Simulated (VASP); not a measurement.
Set up this calculation in VASP 6.6.1, as the native input.

* Task: single point
* Functional: PBE
* Dispersion: D3(BJ)
* Potentials or basis: VASP PAW PBE potentials, release 64 (B, N)
* Cutoff: 600 eV
* k mesh: 12 × 12 × 12
* Occupations: gaussian, width 0.05 eV
* Spin: no spin polarisation
* Dipole correction: no
* Further INCAR settings: ALGO = Normal; EDIFF = 1e-06; NBANDS = 11

The structure of BN lies in POSCAR:

```
BN
1.0
    1.2027024292      0.6943805712      3.2955578494
   -1.2027024292      0.6943805712      3.2955578494
    0.0000000000     -1.3887611425      3.2955578494
B N
1 1
Direct
    0.9996948958      0.9996948958      0.9996948958
    0.3327381042      0.3327381042      0.3327381042
```

One way to write it, as run:

INCAR

```
SYSTEM = BN
ALGO     = Normal         ! electronic algorithm
EDIFF    = 1E-6           ! SCF threshold, eV
ENCUT    = 600            ! plane-wave cutoff, eV
GGA      = PE             ! functional
GGA_COMPAT= .FALSE.      
ISIF     = 2              ! what is computed and relaxed
ISMEAR   = 0              ! smearing method
IVDW     = 12             ! dispersion correction
LASPH    = .TRUE.         ! aspherical terms in the spheres
LCHARG   = .FALSE.        ! write CHGCAR
LREAL    = .FALSE.        ! projectors in reciprocal space
LWAVE    = .FALSE.        ! write WAVECAR
NBANDS   = 11             ! bands
NELM     = 120            ! most SCF steps
PREC     = Accurate       ! precision mode
SIGMA    = 0.05           ! smearing width, eV
```

KPOINTS

```
k-points
0
G
  12 12 12
  0 0 0
```

Potentials or basis: VASP PAW PBE potentials, release 64 (B, N).

The run is started by

```bash
$ cat potpaw_PBE.64/B/POTCAR potpaw_PBE.64/N/POTCAR > POTCAR
$ mpirun -np 1 vasp_std > vasp.out
```

It gave:

- Pressure: 35.7 GPa
- Largest force: 0.005 eV/Å
- Band gap on the k mesh: 4.45 eV (least direct gap 4.99 eV)
- Dispersion energy per atom: -0.154 eV

Caveat: the stress differs along the axes, from -1 to 54 GPa.

Wall time 61 s on 1 thread of Intel(R) Xeon(R) Platinum 8375C CPU @ 2.90GHz (Ice Lake) (shared host), peak memory 0.2 GiB.
